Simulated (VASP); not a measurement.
Here is a VASP 6.6.1 calculation.

File INCAR:

```
  ALGO = Normal
  EDIFF = 1E-6
  ENCUT = 520
  GGA = PE
  ISIF = 2
  ISMEAR = -1
  LASPH = T
  LCHARG = T
  LELF = T
  LREAL = F
  LVHAR = T
  LWAVE = F
  NBANDS = 12
  NELM = 100
  PREC = Accurate
  SIGMA = 0.1
```

The input KPOINTS:

```
k-points
0
Gamma
  21 21 21
```

File POSCAR:

```
Ga
1.0
   -1.7513254389      1.7513254389      1.7513254389
    1.7513254389     -1.7513254389      1.7513254389
    1.7513254389      1.7513254389     -1.7513254389
Ga
1
Direct
    0.0000000000      0.0000000000      0.0000000000
```

Potentials or basis: VASP PAW PBE potentials, release 64 (Ga_d).

The run is started by

```bash
$ cat potpaw_PBE.64/Ga_d/POTCAR > POTCAR
$ mpirun -np 1 vasp_std > vasp.out
```

Task: Estimate the pressure.

Result: -4.0 GPa.
